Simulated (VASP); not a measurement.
Input of a VASP 6.6.1 run:

File INCAR:

```
SYSTEM = CoO
PREC     = Accurate       ! precision mode
ENCUT    = 520            ! plane-wave cutoff, eV
EDIFF    = 1E-6           ! SCF threshold, eV
ISMEAR   = -1             ! smearing method
SIGMA    = 0.1            ! smearing width, eV
LREAL    = .False.        ! projectors in reciprocal space
LASPH    = .True.         ! aspherical terms in the spheres
NELM     = 150            ! most SCF steps
ALGO     = Normal         ! electronic algorithm
ISIF     = 2              ! what is computed and relaxed
LWAVE    = .False.        ! write WAVECAR
LCHARG   = .False.        ! write CHGCAR
ISPIN    = 2              ! spin polarisation
MAGMOM   = 3.2 0          ! initial moments
LORBIT   = 11             ! projections on sites
LMAXMIX  = 4              ! l up to which the mixer works
LDAU     = .True.         ! DFT+U
LDAUTYPE = 2            
LDAUL    = 2 -1           ! shell
LDAUU    = 7 0            ! U, eV
LDAUJ    = 0 0          
LDAUPRINT= 1            
GGA      = PE             ! functional
NBANDS   = 18             ! bands
```

KPOINTS

```
Automatic mesh
0
Gamma
  13 13 13
  0 0 0
```

File POSCAR:

```
CoO
1.0
    2.9958570000      0.0000000000      0.0000000000
    1.4828088117      2.6031590793      0.0000000000
    1.4828088117      0.8618609611      2.4563454309
Co O
1 1
Direct
    0.0000000000      0.0000000000      0.0000000000
    0.5000000000      0.5000000000      0.5000000000
```

Potentials or basis: VASP PAW PBE potentials, release 64 (Co, O).

The run is started by

```sh
$ cat potpaw_PBE.64/Co/POTCAR potpaw_PBE.64/O/POTCAR > POTCAR
$ mpirun -np 1 vasp_std > vasp.out
```

**Question.** Estimate the band gap on the k mesh.

**Answer.** Zero (filled and empty bands overlap).

**Question.** What does it give for the pressure?

**Answer.** 0.7 GPa.

**Question.** What does it give for the net moment?

**Answer.** 3.00 μB per cell.

Eigenvalues of the final occupation matrices:
```tsv
site	spin	trace	eigenvalues
site 1 d	1	5.01	0.98 0.98 0.98 1.03 1.03
site 1 d	2	2.21	0.09 0.09 0.53 0.53 0.98
```

Caveat: a cell with one magnetic atom can't hold antiferromagnetic order, which such compounds often take. The state reached can hang on the start; a lower one may exist.
